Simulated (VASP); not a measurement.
**W8C9F2: single point with PBEsol**

System: W8C9F2, a slab with vacuum.

```
W C F
1.0
     5.81024    0.00000    0.00000
     0.00000    5.67378    0.00000
     0.00000    0.00000   19.19318
W C F
8 9 2
Direct
  0.00000 0.00000 0.05210
  0.27173 0.01690 0.20073
  0.00000 0.50000 0.05210
  0.30364 0.46743 0.20243
  0.50000 0.00000 0.05210
  0.75851 0.00777 0.18759
  0.50000 0.50000 0.05210
  0.80238 0.51091 0.17970
  0.02408 0.23445 0.12117
  0.50883 0.25988 0.27373
  0.03786 0.76785 0.15909
  0.44153 0.76364 0.16007
  0.60207 0.24125 0.11137
  0.77007 0.32203 0.26779
  0.76520 0.72678 0.05324
  0.03927 0.66286 0.23340
  0.98061 0.16093 0.28810
  0.46610 0.20792 0.35777
  0.94268 0.08652 0.36046
```

```json
{"Program": "VASP 6.6.1", "Task": "single point", "Functional": "PBEsol", "Potentials or basis": "VASP PAW PBE potentials, release 64 (W_sv, C, F)", "Cutoff": "520 eV", "k mesh": "3 × 3 × 1", "Occupations": "fermi-dirac, width 0.1 eV", "Spin": "no spin polarisation"}
```

```
Largest force          : 5.777 eV/Å
Band gap on the k mesh : zero (bands 81 and 82 overlap by 0.44 eV)
```

Forces in eV/Å, atoms in the order of the input:
```
W    0.957 -1.284  0.205
W   -2.961  1.671  0.706
W    3.928 -1.801  0.047
W   -0.259 -0.259 -1.095
W   -0.727 -2.615  0.003
W    0.557  1.619 -0.548
W   -1.614  0.239  1.093
W   -4.857 -1.566 -2.213
C    1.012  1.429  5.285
C    2.673  0.030  2.385
C   -0.580  1.072 -1.524
C    5.197 -1.559 -1.983
C   -0.149  1.039  3.891
C    0.245 -4.802  0.077
C   -2.918  2.713 -2.381
C    1.513  2.449  1.319
C   -3.028  0.830  1.533
F   -0.035  0.546 -3.526
F    1.045  0.249 -3.275
```

Levels at points of the mesh, in eV from the Fermi level:
```tsv
k point	band 77	band 78	band 79	band 80	band 81	band 82	band 83	band 84	band 85	band 86
(0.00, 0.00, 0.00)	-0.67	-0.48	-0.47	0.02	0.34	0.45	0.60	0.90	1.03	1.29
```

It took 9.3 min on 1 thread of Intel(R) Xeon(R) Platinum 8559C (Emerald Rapids) (shared host), peak memory 0.68 GiB.

Caveat: the k points lie up to 0.37 Å⁻¹ apart; there is no dipole correction, which matters where the two faces differ; the PAW data sets were made with another functional, which shifts forces and pressure a little; spin-orbit coupling is left out, which moves the levels of the heavy elements.
